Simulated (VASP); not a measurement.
Here is a VASP 6.6.1 calculation.

INCAR

```
PREC = Accurate ; ENCUT = 520
EDIFF = 1E-6 ; ISMEAR = 0
SIGMA = 0.1 ; LREAL = F
LASPH = T ; NELM = 80
ALGO = Normal ; ISIF = 2
LWAVE = F ; LCHARG = F
GGA = PS ; NBANDS = 38
```

Contents of KPOINTS:

```
regular mesh
0
Gamma
  8 10 6
```

File POSCAR:

```
SiNi
1.0
    4.8215570521      0.0000000000      0.0000000000
    0.0000000000      3.3891980466      0.0000000000
    0.0000000000      0.0000000000      5.0855354891
Si Ni
4 4
Direct
    0.3305416840      0.7500000000      0.1036888449
    0.1694583160      0.2500000000      0.6036888449
    0.8305416840      0.7500000000      0.3963111551
    0.6694583160      0.2500000000      0.8963111551
    0.0178922080      0.2500000000      0.1795690321
    0.4821077920      0.7500000000      0.6795690321
    0.5178922080      0.2500000000      0.3204309679
    0.9821077920      0.7500000000      0.8204309679
```

Potentials or basis: VASP PAW PBE potentials, release 64 (Si, Ni).

The run is started by

```sh
$ cat potpaw_PBE.64/Si/POTCAR potpaw_PBE.64/Ni/POTCAR > POTCAR
$ mpirun -np 1 vasp_std > vasp.out
```

(1) What does it give for the pressure?

(2) Estimate the largest force.

(3) What does it give for the band gap on the k mesh?

Answers

(1) 29.1 GPa.

(2) 0.021 eV/Å.

(3) zero (bands 28 and 29 overlap by 1.87 eV).

Caveat: the cell stands under pressure; the PAW data sets were made with another functional, which shifts forces and pressure a little.
